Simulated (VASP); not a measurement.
# Al (Fm-3m) in VASP: further runs

Al is run at these levels: PBE; tasks: single point.

Everything below comes from runs of VASP 6.6.1. Logs are shortened: lines on timing, memory, paths and dates and some standing lists are left out, and cuts for length are marked.

## Step 1: The cell of the first run

It takes space group Fm-3m (No. 225, cubic). The conventional cell has a = 4.084 Å, b = 4.084 Å, c = 4.084 Å, α = 90.00°, β = 90.00°, γ = 90.00°. Within 3.8 Å of Al (site symmetry m-3m) lie 12 Al at 2.89 Å.

## Step 2: Single point, PBE

The input, INCAR:

```
SYSTEM = Al
PREC = Accurate
ENCUT = 500
EDIFF = 1E-6
ISMEAR = -1
SIGMA = 0.0224
LREAL = .FALSE.
LASPH = .TRUE.
NELM = 120
ALGO = Normal
ISIF = 2
LWAVE = .FALSE.
LCHARG = .TRUE.
GGA = PE
LELF = .TRUE.
LVHAR = .TRUE.
NBANDS = 8
GGA_COMPAT = .FALSE.
```

The input, KPOINTS:

```
regular mesh
0
G
  7 7 7
  0 0 0
```

The input, POSCAR:

```
Al
1.0
    0.0000000000      2.0419805700      2.0419805700
    2.0419805700      0.0000000000      2.0419805700
    2.0419805700      2.0419805700      0.0000000000
Al
1
Direct
    0.0000000000      0.0000000000      0.0000000000
```

Potentials or basis: VASP PAW PBE potentials, release 64 (Al).

On the command line:

```bash
cat potpaw_PBE.64/Al/POTCAR > POTCAR
mpirun -np 1 vasp_std > vasp.out
```

OUTCAR:

```text
SYSTEM = Al
   PREC = Accurate
   ENCUT = 500
   EDIFF = 1E-6
   ISMEAR = -1
   LREAL = .FALSE.
   LASPH = .TRUE.
   NELM = 120
   ISIF = 2
   GGA = PE

 ion  position               nearest neighbor table
   1  0.000  0.000  0.000-

  LATTYP: Found a face centered cubic cell.
 ALAT       =     4.0839611400

  Lattice vectors:

 A1 = (   0.0000000000,   2.0419805700,   2.0419805700)
 A2 = (   2.0419805700,   0.0000000000,   2.0419805700)
 A3 = (   2.0419805700,   2.0419805700,   0.0000000000)

Analysis of symmetry for initial positions (statically):
=====================================================================
 Subroutine PRICEL returns:
 Original cell was already a primitive cell.

 Routine SETGRP: Setting up the symmetry group for a
 face centered cubic supercell.

 Subroutine GETGRP returns: Found 48 space group operations
 (whereof 48 operations were pure point group operations)
 out of a pool of 48 trial point group operations.

The static configuration has the point symmetry O_h .

Analysis of symmetry for dynamics (positions and initial velocities):
=====================================================================
 Subroutine PRICEL returns:
 Original cell was already a primitive cell.

 Routine SETGRP: Setting up the symmetry group for a
 face centered cubic supercell.

 Subroutine GETGRP returns: Found 48 space group operations
 (whereof 48 operations were pure point group operations)
 out of a pool of 48 trial point group operations.

The dynamic configuration has the point symmetry O_h .

 Subroutine INISYM returns: Found 48 space group operations
 (whereof 48 operations are pure point group operations),
 and found     1 'primitive' translations

----------------------------------------------------------------------------------------

                                     Primitive cell

  volume of cell :      17.0288

  direct lattice vectors                    reciprocal lattice vectors
     0.000000000  2.041980570  2.041980570    -0.244860312  0.244860312  0.244860312
     2.041980570  0.000000000  2.041980570     0.244860312 -0.244860312  0.244860312
     2.041980570  2.041980570  0.000000000     0.244860312  0.244860312 -0.244860312

  length of vectors
     2.887796616  2.887796616  2.887796616     0.424110502  0.424110502  0.424110502

  position of ions in fractional coordinates (direct lattice)
     0.000000000  0.000000000  0.000000000

  ion indices of the primitive-cell ions
   primitive index   ion index
                 1           1

----------------------------------------------------------------------------------------

 KPOINTS: regular mesh

Automatic generation of k-mesh.
 Grid dimensions read from file:
 generate k-points for:    7    7    7

 Generating k-lattice:

  Cartesian coordinates                     Fractional coordinates (reciprocal lattice)
    -0.034980045  0.034980045  0.034980045     0.142857143  0.000000000  0.000000000
     0.034980045 -0.034980045  0.034980045     0.000000000  0.142857143  0.000000000
     0.034980045  0.034980045 -0.034980045     0.000000000  0.000000000  0.142857143

  Length of vectors
     0.060587215  0.060587215  0.060587215

  Shift w.r.t. Gamma in fractional coordinates (k-lattice)
     0.000000000  0.000000000  0.000000000

 Subroutine IBZKPT returns following result:
 ===========================================

 Found     20 irreducible k-points:

 Following reciprocal coordinates:
            Coordinates               Weight
  0.000000  0.000000  0.000000      1.000000
  0.142857  0.000000  0.000000      8.000000
  0.285714  0.000000  0.000000      8.000000
  0.428571  0.000000  0.000000      8.000000
  0.142857  0.142857  0.000000      6.000000
  0.285714  0.142857  0.000000     24.000000
[... 12 lines left out ...]
 -0.428571  0.428571  0.142857     24.000000
 -0.285714  0.428571  0.142857     24.000000
   k-points           NKPTS =     20   k-points in BZ     NKDIM =     20   number of bands    NBANDS=      8
   number of dos      NEDOS =    301   number of ions     NIONS =      1
   total plane-waves  NPLWV =  13824
   dimension x,y,z NGX =    24 NGY =   24 NGZ =   24
   dimension x,y,z NGXF=    48 NGYF=   48 NGZF=   48
   ions per type =               1
   NGX,Y,Z   is equivalent  to a cutoff of  13.82, 13.82, 13.82 a.u.
   NGXF,Y,Z  is equivalent  to a cutoff of  27.63, 27.63, 27.63 a.u.
 SYSTEM =  Al
   PREC   = accura    normal or accurate (medium, high low for compatibility)
   ISTART =      0    job   : 0-new  1-cont  2-samecut
   ICHARG =      2    charge: 1-file 2-atom 10-const
   ISPIN  =      1    spin polarized calculation?
   LNONCOLLINEAR =      F non collinear calculations
   LSORBIT =      F    spin-orbit coupling
   LASPH  =      T    aspherical Exc in radial PAW
   ENCUT  =  500.0 eV  36.75 Ry    6.06 a.u.   5.27  5.27  5.27*2*pi/ulx,y,z
   NELM   =    120;   NELMIN=  2; NELMDL= -5     # of ELM steps
   EDIFF  = 0.1E-05   stopping-criterion for ELM
   LREAL  =      F    real-space projection
   EDIFFG = 0.1E-04   stopping-criterion for IOM
   NSW    =      0    number of steps for IOM
   IBRION =     -1    ionic relax: 0-MD 1-quasi-New 2-CG
   NFREE  =      0    steps in history (QN), initial steepest desc. (CG)
   ISIF   =      2    stress and relaxation
   ISYM   =      2    0-nonsym 1-usesym 2-fastsym
   POTIM  = 0.5000    time-step for ionic-motion
   TEBEG  =    0.0;   TEEND  =   0.0 temperature during run
   PSTRESS=    0.0 pullay stress
   NELECT =       3.0000    total number of electrons
   NUPDOWN=      -1.0000    fix difference up-down
   EMIN   =  10.00;   EMAX   =-10.00  energy-range for DOS
   EFERMI =   0.00;   METHOD = LEGACY
   ISMEAR =    -1;   SIGMA  =   0.02  broadening in eV -4-tet -1-fermi 0-gaus
   EFERMI_NEDOS =   21; number of points for ismear=-14 and -15
   IALGO  =     38    algorithm
   IMIX   =      4    mixing-type and parameters
     AMIX     =   0.40;   BMIX     =  1.00
     AMIX_MAG =   1.60;   BMIX_MAG =  1.00
  volume/ion in A,a.u.               =      17.03       114.92
  Fermi-wavevector in a.u.,A,eV,Ry     =   0.917741  1.734280 11.459497  0.842249
  Thomas-Fermi vector in A             =   2.042745
   LORBIT       =      0    0 simple, 1 ext, 2 COOP (PROOUT), +10 PAW based schemes
   GGA     = PE    functional components
   LHFCALC =     F    Hartree Fock is set to
   AEXX    =    0.0000 exact exchange contribution
   IVDW    =     0    specifies the selected vdW correction
   LEPSILON=     F    determine dielectric tensor
   LRPA    =     F    only Hartree local field effects (RPA)
 non-spin polarized calculation
  energy-cutoff  :      500.00
  volume of cell :       17.03
 maximum number of plane-waves:       444
 NGX is ok and might be reduce to    24
   NGX = 11   NGY = 11   NGZ = 11

 number of electron       3.0000000 magnetization

 Free energy of the ion-electron system (eV)
  ---------------------------------------------------
  ext. energy  EPLUGINS =         0.00000000
  ---------------------------------------------------
  free energy    TOTEN  =        -3.78584598 eV

  energy without entropy =       -3.78355386  energy(sigma->0) =       -3.78469992

 E-fermi :   7.8151     XC(G=0): -10.0824

 val. band max:        7.0836893381   @ k =   0.4286   0.1429   0.0000
 cond. band min:       7.8301822761   @ k =  -0.2857   0.2857   0.0000
 fundamental gap:      0.7464929380
 Fermi energy:         7.8151087082

 k-point     1 :       0.0000    0.0000    0.0000
  band No.  band energies     occupation
      1      -3.2424      2.00000
      2      20.1219      0.00000
      3      20.1219      0.00000
      4      20.1219      0.00000
      5      21.3782      0.00000
      6      21.3782      0.00000
      7      21.3782      0.00000
      8      23.9166      0.00000

 k-point     2 :       0.1429    0.0000    0.0000
  band No.  band energies     occupation
      1      -2.6999      2.00000
      2      15.1320      0.00000
      3      18.9771      0.00000
      4      18.9771      0.00000
      5      22.0250      0.00000
      6      23.1917      0.00000
      7      23.1917      0.00000
      8      24.7913      0.00000

 k-point     3 :       0.2857    0.0000    0.0000
  band No.  band energies     occupation
      1      -1.0844      2.00000
      2       9.7786      0.00000
      3      18.2566      0.00000
      4      18.2566      0.00000
      5      21.5245      0.00000
      6      21.5245      0.00000
      7      21.6968      0.00000
      8      25.4490      0.00000

 k-point     4 :       0.4286    0.0000    0.0000
  band No.  band energies     occupation
      1       1.5699      2.00000
      2       5.2159      2.00000
      3      18.4268      0.00000
      4      18.4268      0.00000
      5      19.5487      0.00000
      6      19.5487      0.00000
      7      22.0526      0.00000
      8      23.3324      0.00000

 k-point     5 :       0.1429    0.1429    0.0000
  band No.  band energies     occupation
      1      -2.5195      2.00000
      2      16.9899      0.00000
      3      16.9899      0.00000
      4      17.2929      0.00000
      5      19.9637      0.00000
      6      21.1586      0.00000
      7      25.5163      0.00000
      8      25.5163      0.00000
[... 133 lines left out ...]
 k-point    18 :      -0.4286    0.2857    0.1429
  band No.  band energies     occupation
      1       2.9608      2.00000
      2       6.5451      2.00000
      3      11.4647      0.00000
      4      12.6615      0.00000
      5      20.6814      0.00000
      6      21.9364      0.00000
      7      25.2498      0.00000
      8      29.0236      0.00000

 k-point    19 :      -0.4286    0.4286    0.1429
  band No.  band energies     occupation
      1       3.8015      2.00000
      2       8.7678      0.00000
      3       9.1688      0.00000
      4      10.6062      0.00000
      5      18.5470      0.00000
      6      20.3645      0.00000
      7      27.0245      0.00000
      8      30.7785      0.00000

 k-point    20 :      -0.2857    0.4286    0.1429
  band No.  band energies     occupation
      1       5.8468      2.00000
      2       6.4946      2.00000
      3       7.8551      0.28716
      4      10.8585      0.00000
      5      20.1139      0.00000
      6      24.4246      0.00000
      7      25.1133      0.00000
      8      26.6520      0.00000

------------------------ aborting loop because EDIFF is reached ----------------------------------------

  FORCE on cell =-STRESS in cart. coord.  units (eV):
  Direction    XX          YY          ZZ          XY          YZ          ZX
  --------------------------------------------------------------------------------------
  -------------------------------------------------------------------------------------
  Total       -0.2959450     -0.2959450     -0.2959450      0.0000000     -0.0000000      0.0000000
  in kB      -27.8443289    -27.8443289    -27.8443289      0.0000000     -0.0000000      0.0000000
  external PRESSURE =     -27.8443289 kB  Pullay stress =       0.0000000 kB

 VOLUME and BASIS-vectors are now :
 -----------------------------------------------------------------------------
  energy-cutoff  :      500.00
  volume of cell :       17.03
      direct lattice vectors                 reciprocal lattice vectors
     0.000000000  2.041980570  2.041980570    -0.244860312  0.244860312  0.244860312
     2.041980570  0.000000000  2.041980570     0.244860312 -0.244860312  0.244860312
     2.041980570  2.041980570  0.000000000     0.244860312  0.244860312 -0.244860312

 POSITION                                       TOTAL-FORCE (eV/Angst)
 -----------------------------------------------------------------------------------
      0.00000      0.00000      0.00000         0.000000     -0.000000     -0.000000
 -----------------------------------------------------------------------------------
    total drift:                                0.000000     -0.000000     -0.000000

  FREE ENERGIE OF THE ION-ELECTRON SYSTEM (eV)
  ---------------------------------------------------
  free  energy   TOTEN  =        -3.7858459836 eV

  energy  without entropy=       -3.7835538629  energy(sigma->0) =       -3.78469992
```

Run time: 2.5 s. Hardware: 1 thread of Intel Xeon Platinum 8488C (Sapphire Rapids), shared host; peak memory 0.13 GiB.

What came out:

```yaml
Free_energy: -3.7858 eV
Pressure: -2.8 GPa
```

Levels at points of the mesh, in eV from the Fermi level:
```
           k point  band 1  band 2  band 3  band 4  band 5  band 6
(0.00, 0.00, 0.00)  -11.06   12.31   12.31   12.31   13.56   13.56
```

Caveat: the k points lie up to 0.38 Å⁻¹ apart.

## Step 3: Single point, PBE

The input, INCAR:

```
  PREC = Accurate
  ENCUT = 500
  EDIFF = 1E-6
  ISMEAR = -1
  SIGMA = 0.0224
  LREAL = F
  LASPH = T
  NELM = 120
  ALGO = Normal
  ISIF = 2
  LWAVE = F
  LCHARG = T
  GGA = PE
  LELF = T
  LVHAR = T
  NBANDS = 8
  GGA_COMPAT = F
```

The input, KPOINTS:

```
regular mesh
0
Gamma
  7 7 7
```

POSCAR is that of step 2.

Potentials or basis: VASP PAW PBE potentials, release 64 (Al).

On the command line:

```bash
cat potpaw_PBE.64/Al/POTCAR > POTCAR
mpirun -np 1 vasp_std > vasp.out
```

It took 3.8 s on 1 thread of Intel Xeon Platinum 8488C (Sapphire Rapids), shared host; peak memory 0.12 GiB.

The run converged. Its results:

| Property | Result |
| --- | --- |
| Free energy | -3.7858 eV |
| Pressure | -2.8 GPa |

Levels at points of the mesh, in eV from the Fermi level:
```tsv
k point	band 1	band 2	band 3	band 4	band 5
(0.00, 0.00, 0.00)	-11.06	12.31	12.31	12.31	13.56
```

Caveat: the k points lie up to 0.38 Å⁻¹ apart.

## Step 4: Single point, PBE

This run uses another cell than the first one, of 16.44 Å³/atom, 0.966 times its volume.

The input, INCAR:

```
ALGO = Normal ; EDIFF = 1E-6
ENCUT = 500 ; GGA = PE
GGA_COMPAT = False ; ISIF = 2
ISMEAR = -1 ; LASPH = True
LCHARG = False ; LREAL = False
LWAVE = False ; NBANDS = 8
NELM = 120 ; PREC = Accurate
SIGMA = 0.0224
```

The input, KPOINTS:

```
k-points
0
Gamma
  14 14 14
```

The input, POSCAR:

```
Al
1.0
    0.0000000000      2.0183541426      2.0183541426
    2.0183541426      0.0000000000      2.0183541426
    2.0183541426      2.0183541426      0.0000000000
Al
1
Direct
    0.0000000000      0.0000000000      0.0000000000
```

On the command line:

```bash
cat potpaw_PBE.64/Al/POTCAR > POTCAR
mpirun -np 1 vasp_std > vasp.out
```

Wall time 21 s (1 thread of AMD EPYC 7R13, shared host); peak memory 0.11 GiB.

It converged, with:

```
Free energy : -3.7387 eV
Pressure    : 0.0 GPa
```

Levels at points of the mesh, in eV from the Fermi level:
```tsv
k point	band 1	band 2	band 3	band 4	band 5
(0.00, 0.00, 0.00)	-11.12	12.67	12.67	12.67	14.19
(0.50, 0.00, 0.00)	-4.57	-4.35	11.48	11.48	11.51
(0.50, 0.50, 0.00)	-2.90	-1.57	5.29	5.64	5.64
```
